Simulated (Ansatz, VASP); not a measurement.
## SiGe in VASP and in Ansatz

Contents of POSCAR:

```
SiGe
1.0
    4.1701027382      0.0000000000      0.0000000000
   -2.0850513691      3.6114149077      0.0000000000
    0.0000000000      0.0000000000      5.5052223675
Ge Si
2 2
Direct
    0.3333333333      0.6666666667      0.2500000000
    0.6666666667      0.3333333333      0.7500000000
    0.6666666667      0.3333333333      0.2500000000
    0.3333333333      0.6666666667      0.7500000000
```

The input INCAR.step1:

```
PREC = Accurate
ENCUT = 550
ISMEAR = -1
SIGMA = 0.03
LREAL = False
LASPH = True
NELM = 120
NBANDS = 26
GGA = PE
ALGO = Normal
EDIFF = 1E-5
LWAVE = True
LCHARG = False
GGA_COMPAT = False
```

File INCAR.step2:

```
PREC = Accurate
ENCUT = 550
EDIFF = 1E-6
ISMEAR = -1
SIGMA = 0.03
LREAL = False
LASPH = True
NELM = 120
ALGO = Normal
ISIF = 2
LWAVE = False
LCHARG = False
METAGGA = R2SCAN
LMIXTAU = True
LUSE_VDW = True
IVDW_NL = 2
BPARAM = 11.95
CPARAM = 0.0093
NBANDS = 26
ISTART = 1
GGA_COMPAT = False
```

File KPOINTS:

```
Automatic mesh
0
Gamma
  12 12 6
```

Input for Ansatz:

```yaml
crystal:
  lattice:
    - [4.1701027382, 0.0, 0.0]
    - [-2.0850513691, 3.6114149077, 0.0]
    - [0.0, 0.0, 5.5052223675]
  atoms:
    - { symbol: Ge, position: [0.3333333333, 0.6666666667, 0.25] }
    - { symbol: Ge, position: [0.6666666667, 0.3333333333, 0.75] }
    - { symbol: Si, position: [0.6666666667, 0.3333333333, 0.25] }
    - { symbol: Si, position: [0.3333333333, 0.6666666667, 0.75] }
kpoints:
  mp_grid: { grid: [12, 12, 6] }
  band_path:
    path:
      - [0.0, 0.0, 0.0]
      - [0.5, 0.0, 0.0]
      - [0.3333333333, 0.3333333333, 0.0]
      - [0.0, 0.0, 0.5]
      - [0.5, 0.0, 0.5]
      - [0.3333333333, 0.3333333333, 0.5]
    npoints: 1
hamiltonian:
  xc: r2scan
  dispersion: rvv10
scf:
  occupations: { method: fermi_dirac, width: 0.03 }
  n_extra_bands: 5
output:
  forces: true
  stress: true
  eigenvalues: true
```

Alike in both runs: task single point; functional r2SCAN; dispersion rVV10; k mesh 12 × 12 × 6; occupations fermi-dirac, width 0.03 eV; no spin polarisation.

|  | VASP | Ansatz |
| --- | --- | --- |
| version | VASP 6.6.1 | Ansatz 0.2.0 |
| potentials or method | VASP PAW PBE potentials, release 64 (Ge_d, Si) | plane waves, PAW |
| plane-wave cutoff (eV) | 550 | 500 |
| valence electrons in the cell | 36 | 36 |

|  | VASP | Ansatz | Ansatz less VASP |
| --- | --- | --- | --- |
| pressure (GPa) | -0.2 | -0.2 | +0.03 |
| traceless stress, the component that is largest in VASP (GPa) | -1.45 | -1.42 | +0.034 |

VASP's potentials were made for PBE, not for r2SCAN.
